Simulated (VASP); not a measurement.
# Si (Ibca) in VASP: notebook

Si is run at these levels: PBEsol; tasks: single point.

Program: VASP 6.6.1. These are calculated values, not measurements. Logs are shortened: lines on timing, memory, paths and dates and some standing lists are left out, and cuts for length are marked.

## 1. The cell of the first run

The structure is orthorhombic, space group Ibca (No. 73). Conventional cell: a = 6.248 Å, b = 7.049 Å, c = 7.049 Å, α = 90.00°, β = 90.00°, γ = 90.00°. Within 3.1 Å of Si (site symmetry 1) lie 4 Si at 2.34 to 2.53 Å.

## 2. Single point, PBEsol (19.40 Å³/atom)

INCAR

```
ALGO     = Normal         # electronic algorithm
EDIFF    = 1E-7           # SCF threshold, eV
ENCUT    = 520            # plane-wave cutoff, eV
GGA      = PS             # functional
ISIF     = 2              # what is computed and relaxed
ISMEAR   = 0              # smearing method
LASPH    = True           # aspherical terms in the spheres
LCHARG   = True           # write CHGCAR
LELF     = True           # ELF
LREAL    = False          # projectors in reciprocal space
LVHAR    = True         
LWAVE    = False          # write WAVECAR
NBANDS   = 26             # bands
NELM     = 100            # most SCF steps
PREC     = Accurate       # precision mode
SIGMA    = 0.15           # smearing width, eV
```

KPOINTS

```
k-points
0
Gamma
  10 10 10
```

POSCAR

```
Si
1.0
   -3.5243761165      3.5243761165      3.1240069896
    3.5243761165     -3.5243761165      3.1240069896
    3.5243761165      3.5243761165     -3.1240069896
Si
8
Direct
    0.2047947401      0.2047947401      0.2047947401
    0.5000000000      0.0000000000      0.2952052599
    0.2952052599      0.5000000000      0.0000000000
    0.0000000000      0.2952052599      0.5000000000
    0.7952052599      0.7952052599      0.7952052599
    0.5000000000      0.0000000000      0.7047947401
    0.7047947401      0.5000000000      0.0000000000
    0.0000000000      0.7047947401      0.5000000000
```

Potentials or basis: VASP PAW PBE potentials, release 64 (Si).

Launch:

```console
> cat potpaw_PBE.64/Si/POTCAR > POTCAR
> mpirun -np 1 vasp_std > vasp.out
```

OUTCAR:

```text
EDIFF = 1E-7
   ENCUT = 520
   GGA = PS
   ISIF = 2
   ISMEAR = 0
   LASPH = True
   LREAL = False
   NELM = 100
   PREC = Accurate

 ion  position               nearest neighbor table
   1  0.205  0.205  0.205-   3 2.34   5 2.41   4 2.44   2 2.53
   2  0.500  0.000  0.295-   4 2.34   6 2.41   3 2.44   1 2.53
   3  0.295  0.500  0.000-   1 2.34   7 2.41   2 2.44   4 2.53
   4  0.000  0.295  0.500-   2 2.34   8 2.41   1 2.44   3 2.53
   5  0.795  0.795  0.795-   7 2.34   1 2.41   8 2.44   6 2.53
   6  0.500  0.000  0.705-   8 2.34   2 2.41   7 2.44   5 2.53
   7  0.705  0.500  0.000-   5 2.34   3 2.41   6 2.44   8 2.53
   8  0.000  0.705  0.500-   6 2.34   4 2.41   5 2.44   7 2.53

  LATTYP: Found a body centered tetragonal cell.
 ALAT       =     7.0487522330
 C/A-ratio  =     0.8864000000

  Lattice vectors:

 A1 = (  -3.5243761165,   3.5243761165,   3.1240069896)
 A2 = (   3.5243761165,  -3.5243761165,   3.1240069896)
 A3 = (   3.5243761165,   3.5243761165,  -3.1240069896)

Analysis of symmetry for initial positions (statically):
=====================================================================
 Subroutine PRICEL returns:
 Original cell was already a primitive cell.

 Routine SETGRP: Setting up the symmetry group for a
 body centered tetragonal supercell.

 Subroutine GETGRP returns: Found  8 space group operations
 (whereof  2 operations were pure point group operations)
 out of a pool of 16 trial point group operations.

The static configuration has the point symmetry S_2 .
 The point group associated with its full space group is D_2h.

Analysis of symmetry for dynamics (positions and initial velocities):
=====================================================================
 Subroutine PRICEL returns:
 Original cell was already a primitive cell.

 Routine SETGRP: Setting up the symmetry group for a
 body centered tetragonal supercell.

 Subroutine GETGRP returns: Found  8 space group operations
 (whereof  2 operations were pure point group operations)
 out of a pool of 16 trial point group operations.

The dynamic configuration has the point symmetry S_2 .
 The point group associated with its full space group is D_2h.

 Subroutine INISYM returns: Found  8 space group operations
 (whereof  2 operations are pure point group operations),
 and found     1 'primitive' translations

----------------------------------------------------------------------------------------

                                     Primitive cell

  volume of cell :     155.2160

  direct lattice vectors                    reciprocal lattice vectors
    -3.524376117  3.524376117  3.124006990     0.000000000  0.141869081  0.160050858
     3.524376117 -3.524376117  3.124006990     0.141869081  0.000000000  0.160050858
     3.524376117  3.524376117 -3.124006990     0.141869081  0.141869081  0.000000000

  length of vectors
     5.882335734  5.882335734  5.882335734     0.213876397  0.213876397  0.200633178

  position of ions in fractional coordinates (direct lattice)
     0.204794740  0.204794740  0.204794740
     0.500000000  0.000000000  0.295205260
     0.295205260  0.500000000  0.000000000
     1.000000000  0.295205260  0.500000000
     0.795205260  0.795205260  0.795205260
     0.500000000  1.000000000  0.704794740
     0.704794740  0.500000000  0.000000000
     0.000000000  0.704794740  0.500000000

  ion indices of the primitive-cell ions
   primitive index   ion index
                 1           1
                 2           2
                 3           3
                 4           4
                 5           5
                 6           6
                 7           7
                 8           8

----------------------------------------------------------------------------------------

 KPOINTS: k-points

Automatic generation of k-mesh.
 Grid dimensions read from file:
 generate k-points for:   10   10   10

 Generating k-lattice:

  Cartesian coordinates                     Fractional coordinates (reciprocal lattice)
     0.000000000  0.014186908  0.016005086     0.100000000  0.000000000 -0.000000000
     0.014186908  0.000000000  0.016005086     0.000000000  0.100000000 -0.000000000
     0.014186908  0.014186908  0.000000000     0.000000000  0.000000000  0.100000000

  Length of vectors
     0.021387640  0.021387640  0.020063318

  Shift w.r.t. Gamma in fractional coordinates (k-lattice)
     0.000000000  0.000000000  0.000000000

 Subroutine IBZKPT returns following result:
 ===========================================

 Found    171 irreducible k-points:

 Following reciprocal coordinates:
            Coordinates               Weight
  0.000000  0.000000  0.000000      1.000000
  0.100000  0.000000 -0.000000      4.000000
  0.100000  0.000000 -0.100000      4.000000
  0.200000  0.000000 -0.000000      4.000000
  0.200000  0.000000 -0.200000      4.000000
  0.300000 -0.000000  0.000000      4.000000
[... 16 lines left out ...]
 -0.300000  0.100000 -0.000000      8.000000
 -0.200000  0.000000  0.300000      8.000000
 [... further k-points ...]
   k-points           NKPTS =    171   k-points in BZ     NKDIM =    171   number of bands    NBANDS=     26
   number of dos      NEDOS =    301   number of ions     NIONS =      8
   total plane-waves  NPLWV = 110592
   dimension x,y,z NGX =    48 NGY =   48 NGZ =   48
   dimension x,y,z NGXF=    96 NGYF=   96 NGZF=   96
   ions per type =               8
   NGX,Y,Z   is equivalent  to a cutoff of  13.57, 13.57, 13.57 a.u.
   NGXF,Y,Z  is equivalent  to a cutoff of  27.13, 27.13, 27.13 a.u.
 SYSTEM =  unknown system
   PREC   = accura    normal or accurate (medium, high low for compatibility)
   ISTART =      0    job   : 0-new  1-cont  2-samecut
   ICHARG =      2    charge: 1-file 2-atom 10-const
   ISPIN  =      1    spin polarized calculation?
   LNONCOLLINEAR =      F non collinear calculations
   LSORBIT =      F    spin-orbit coupling
   LASPH  =      T    aspherical Exc in radial PAW
   ENCUT  =  520.0 eV  38.22 Ry    6.18 a.u.  10.94 10.94 10.94*2*pi/ulx,y,z
   NELM   =    100;   NELMIN=  2; NELMDL= -5     # of ELM steps
   EDIFF  = 0.1E-06   stopping-criterion for ELM
   LREAL  =      F    real-space projection
   EDIFFG = 0.1E-05   stopping-criterion for IOM
   NSW    =      0    number of steps for IOM
   IBRION =     -1    ionic relax: 0-MD 1-quasi-New 2-CG
   NFREE  =      0    steps in history (QN), initial steepest desc. (CG)
   ISIF   =      2    stress and relaxation
   ISYM   =      2    0-nonsym 1-usesym 2-fastsym
   POTIM  = 0.5000    time-step for ionic-motion
   TEBEG  =    0.0;   TEEND  =   0.0 temperature during run
   PSTRESS=    0.0 pullay stress
   NELECT =      32.0000    total number of electrons
   NUPDOWN=      -1.0000    fix difference up-down
   EMIN   =  10.00;   EMAX   =-10.00  energy-range for DOS
   EFERMI =   0.00;   METHOD = LEGACY
   ISMEAR =     0;   SIGMA  =   0.15  broadening in eV -4-tet -1-fermi 0-gaus
   EFERMI_NEDOS =   21; number of points for ismear=-14 and -15
   IALGO  =     38    algorithm
   IMIX   =      4    mixing-type and parameters
     AMIX     =   0.40;   BMIX     =  1.00
     AMIX_MAG =   1.60;   BMIX_MAG =  1.00
  volume/ion in A,a.u.               =      19.40       130.93
  Fermi-wavevector in a.u.,A,eV,Ry     =   0.967118  1.827587 12.725755  0.935317
  Thomas-Fermi vector in A             =   2.096976
   LORBIT       =      0    0 simple, 1 ext, 2 COOP (PROOUT), +10 PAW based schemes
   GGA     = PS    functional components
   LHFCALC =     F    Hartree Fock is set to
   AEXX    =    0.0000 exact exchange contribution
   IVDW    =     0    specifies the selected vdW correction
   LEPSILON=     F    determine dielectric tensor
   LRPA    =     F    only Hartree local field effects (RPA)
 non-spin polarized calculation
 Gauss-broadening in eV      SIGMA  =   0.15
  energy-cutoff  :      520.00
  volume of cell :      155.22
 maximum number of plane-waves:      4224
 NGX is ok and might be reduce to    48
   NGX = 21   NGY = 21   NGZ = 21

 number of electron      31.9999999 magnetization

 Free energy of the ion-electron system (eV)
  ---------------------------------------------------
  ext. energy  EPLUGINS =         0.00000000
  ---------------------------------------------------
  free energy    TOTEN  =       -44.22063251 eV

  energy without entropy =      -44.20393535  energy(sigma->0) =      -44.21228393

 E-fermi :   6.3949     XC(G=0):  -9.8513

 val. band max:        6.3939243580   @ k =  -0.2000   0.2000   0.1000
 cond. band min:       6.3992957263   @ k =   0.4000   0.0000  -0.4000
 fundamental gap:      0.0053713683
 Fermi energy:         6.3948710290

 k-point     1 :       0.0000    0.0000    0.0000
  band No.  band energies     occupation
      1      -5.8605      2.00000
      2      -1.9538      2.00000
      3      -1.8235      2.00000
      4      -1.1563      2.00000
      5      -0.8691      2.00000
      6      -0.0215      2.00000
[... 18 lines left out ...]
     25      11.5887      0.00000
     26      11.8062      0.00000

 k-point     2 :       0.1000    0.0000   -0.0000
  band No.  band energies     occupation
      1      -5.7989      2.00000
      2      -2.0457      2.00000
      3      -1.9322      2.00000
      4      -1.4785      2.00000
      5      -0.8924      2.00000
      6       0.1270      2.00000
[... 18 lines left out ...]
     25      11.4978      0.00000
     26      11.5358      0.00000

 k-point     3 :       0.1000    0.0000   -0.1000
  band No.  band energies     occupation
      1      -5.7987      2.00000
      2      -2.1727      2.00000
      3      -1.7764      2.00000
      4      -1.4009      2.00000
      5      -1.0016      2.00000
      6      -0.0844      2.00000
[... 572 lines left out ...]
 k-point    23 :      -0.3000    0.1000   -0.0000
  band No.  band energies     occupation
      1      -5.4568      2.00000
      2      -2.6868      2.00000
      3      -2.5405      2.00000
      4      -2.0136      2.00000
      5      -0.8411      2.00000
      6       0.0380      2.00000
[... 18 lines left out ...]
     25      10.9868      0.00000
     26      11.0487      0.00000

 k-point    24 :      -0.2000    0.0000    0.3000
  band No.  band energies     occupation
      1      -5.4556      2.00000
      2      -2.7804      2.00000
      3      -2.5167      2.00000
      4      -1.8737      2.00000
      5      -0.7321      2.00000
      6      -0.3814      2.00000
[... 18 lines left out ...]
     25      11.0124      0.00000
     26      11.3553      0.00000

 [... further k-points ...]

------------------------ aborting loop because EDIFF is reached ----------------------------------------

  FORCE on cell =-STRESS in cart. coord.  units (eV):
  Direction    XX          YY          ZZ          XY          YZ          ZX
  --------------------------------------------------------------------------------------
  -------------------------------------------------------------------------------------
  Total      -10.4622812     -9.6663725      2.5352769      0.0000000      0.0000000      0.0000000
  in kB     -107.9942135    -99.7786498     26.1697452      0.0000000      0.0000000      0.0000000
  external PRESSURE =     -60.5343727 kB  Pullay stress =       0.0000000 kB

 VOLUME and BASIS-vectors are now :
 -----------------------------------------------------------------------------
  energy-cutoff  :      520.00
  volume of cell :      155.22
      direct lattice vectors                 reciprocal lattice vectors
    -3.524376117  3.524376117  3.124006990     0.000000000  0.141869081  0.160050858
     3.524376117 -3.524376117  3.124006990     0.141869081  0.000000000  0.160050858
     3.524376117  3.524376117 -3.124006990     0.141869081  0.141869081  0.000000000

 POSITION                                       TOTAL-FORCE (eV/Angst)
 -----------------------------------------------------------------------------------
      0.72177      0.72177      0.63978        -0.244955      0.319159     -0.481985
     -0.72177      2.80260      0.63978         0.244955     -0.319159     -0.481985
      0.72177     -0.72177      2.48423        -0.244955     -0.319159      0.481985
      2.80260      0.72177     -0.63978         0.244955      0.319159      0.481985
      2.80260      2.80260      2.48423         0.244955     -0.319159      0.481985
      0.72177      4.24615     -0.63978        -0.244955      0.319159      0.481985
     -0.72177      0.72177      3.76379         0.244955      0.319159     -0.481985
      4.24615     -0.72177      0.63978        -0.244955     -0.319159     -0.481985
 -----------------------------------------------------------------------------------
    total drift:                               -0.000000     -0.000000      0.000000

  FREE ENERGIE OF THE ION-ELECTRON SYSTEM (eV)
  ---------------------------------------------------
  free  energy   TOTEN  =       -44.2206325135 eV

  energy  without entropy=      -44.2039353505  energy(sigma->0) =      -44.21228393
```

It took 16 min on 1 thread of AMD EPYC 7R43 (Zen 3), shared host; peak memory 0.57 GiB.

What came out:

```
Free energy            : -44.2206 eV
Pressure               : -6.1 GPa
Largest force          : 0.628 eV/Å
Band gap on the k mesh : zero (bands 16 and 17 overlap by 0.37 eV)
```

Forces on the atoms (eV/Å):
```
Si  -0.245  0.319 -0.482
Si   0.245 -0.319 -0.482
Si  -0.245 -0.319  0.482
Si   0.245  0.319  0.482
Si   0.245 -0.319  0.482
Si  -0.245  0.319  0.482
Si   0.245  0.319 -0.482
Si  -0.245 -0.319 -0.482
```

Caveat: the stress differs along the axes, from -11 to 3 GPa; semilocal functionals underestimate gaps, and a narrow one can read as zero; the PAW data sets were made with another functional, which shifts forces and pressure a little.

## 3. Single point, PBEsol (19.40 Å³/atom)

INCAR

```
SYSTEM = Si
ALGO = Normal ; EDIFF = 1E-6
ENCUT = 520 ; GGA = PS
ISIF = 2 ; ISMEAR = 0
LASPH = .True. ; LCHARG = .True.
LELF = .True. ; LREAL = .False.
LVHAR = .True. ; LWAVE = .False.
NBANDS = 26 ; NELM = 80
PREC = Accurate ; SIGMA = 0.15
```

KPOINTS

```
k-points
0
Gamma
  10 10 10
  0 0 0
```

POSCAR: that of step 2 with these lines changed.

```diff
@@ -2,5 +2,5 @@
 1.0
-   -3.5243761165      3.5243761165      3.1240069896
-    3.5243761165     -3.5243761165      3.1240069896
-    3.5243761165      3.5243761165     -3.1240069896
+   -3.2520968208      3.2520968208      3.6690156332
+    3.2520968208     -3.2520968208      3.6690156332
+    3.2520968208      3.2520968208     -3.6690156332
 Si
```

Potentials or basis: VASP PAW PBE potentials, release 64 (Si).

Launch:

```console
> cat potpaw_PBE.64/Si/POTCAR > POTCAR
> mpirun -np 1 vasp_std > vasp.out
```

OUTCAR:

```text
SYSTEM = Si
   EDIFF = 1E-6
   ENCUT = 520
   GGA = PS
   ISIF = 2
   ISMEAR = 0
   LASPH = .True.
   LREAL = .False.
   NELM = 80
   PREC = Accurate

 ion  position               nearest neighbor table
   1  0.205  0.205  0.205-   2 2.34   5 2.41   4 2.44   3 2.54
   2  0.500  0.000  0.295-   1 2.34   6 2.41   3 2.44   4 2.54
   3  0.295  0.500  0.000-   4 2.34   7 2.41   2 2.44   1 2.54
   4  0.000  0.295  0.500-   3 2.34   8 2.41   1 2.44   2 2.54
   5  0.795  0.795  0.795-   6 2.34   1 2.41   8 2.44   7 2.54
   6  0.500  0.000  0.705-   5 2.34   2 2.41   7 2.44   8 2.54
   7  0.705  0.500  0.000-   8 2.34   3 2.41   6 2.44   5 2.54
[... 912 lines left out ...]
  Total       -1.1881622     -0.4214441    -15.6941873     -0.0000000      0.0000000      0.0000000
  in kB      -12.2644997     -4.3502490   -161.9992216     -0.0000000      0.0000000      0.0000000
  external PRESSURE =     -59.5379901 kB  Pullay stress =       0.0000000 kB

 VOLUME and BASIS-vectors are now :
 -----------------------------------------------------------------------------
  energy-cutoff  :      520.00
  volume of cell :      155.22
      direct lattice vectors                 reciprocal lattice vectors
    -3.252096821  3.252096821  3.669015633     0.000000000  0.153746960  0.136276334
     3.252096821 -3.252096821  3.669015633     0.153746960  0.000000000  0.136276334
     3.252096821  3.252096821 -3.669015633     0.153746960  0.153746960  0.000000000

 POSITION                                       TOTAL-FORCE (eV/Angst)
 -----------------------------------------------------------------------------------
      0.66601      0.66601      0.75140         0.088536     -0.581521      0.034237
     -0.66601      2.58608      0.75140        -0.088536      0.581521      0.034237
      0.66601     -0.66601      2.91762         0.088536      0.581521     -0.034237
      2.58608      0.66601     -0.75140        -0.088536     -0.581521     -0.034237
      2.58608      2.58608      2.91762        -0.088536      0.581521     -0.034237
      0.66601      3.91811     -0.75140         0.088536     -0.581521     -0.034237
     -0.66601      0.66601      4.42041        -0.088536     -0.581521      0.034237
      3.91811     -0.66601      0.75140         0.088536      0.581521      0.034237
 -----------------------------------------------------------------------------------
    total drift:                               -0.000000      0.000000      0.000000

  FREE ENERGIE OF THE ION-ELECTRON SYSTEM (eV)
  ---------------------------------------------------
  free  energy   TOTEN  =       -44.1646009712 eV

  energy  without entropy=      -44.1466472581  energy(sigma->0) =      -44.15562411
```

Run time: 13 min. Hardware: 1 thread of AMD EPYC 7R43 (Zen 3), shared host; peak memory 0.58 GiB.

What came out:

* Free energy: -44.1646 eV
* Pressure: -6.0 GPa
* Largest force: 0.589 eV/Å
* Band gap on the k mesh: zero (bands 16 and 17 overlap by 0.44 eV)

Forces on the atoms (eV/Å):
```
Si   0.089 -0.582  0.034
Si  -0.089  0.582  0.034
Si   0.089  0.582 -0.034
Si  -0.089 -0.582 -0.034
Si  -0.089  0.582 -0.034
Si   0.089 -0.582 -0.034
Si  -0.089 -0.582  0.034
Si   0.089  0.582  0.034
```

Caveat: the stress differs along the axes, from -16 to -0 GPa; semilocal functionals underestimate gaps, and a narrow one can read as zero; the PAW data sets were made with another functional, which shifts forces and pressure a little.

(Continued in part 2 of 2.)

The gap in the log of VASP goes by the Fermi energy; the results here count the filled bands.